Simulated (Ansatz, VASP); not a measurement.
## One calculation of Sr, two programs

```xyz
1
Lattice="0.0000 2.9481 2.9481 2.9481 0.0000 2.9481 2.9481 2.9481 0.0000" Properties=species:S:1:pos:R:3 pbc="T T T"
Sr    0.0000    0.0000    0.0000
```

Alike in both runs: functional PBEsol; k mesh 8 × 8 × 8; occupations gaussian, width 0.1 eV; no spin polarisation.

Ansatz relaxed the structure, and its values are those at the end. VASP's run is a single point on that final structure, the one shown.

|  | VASP | Ansatz |
| --- | --- | --- |
| version | VASP 6.6.1 | Ansatz 0.2.0 |
| potentials or method | VASP PAW PBE potentials, release 64 (Sr_sv), cutoff 500 eV | scalar-relativistic, plane waves, PAW |
| valence electrons in the cell | 10 | 10 |

```tsv
	VASP	Ansatz	Ansatz less VASP
pressure (GPa)	0.1	0.1	-0.01
```

VASP's potentials were made for PBE, not for PBEsol.
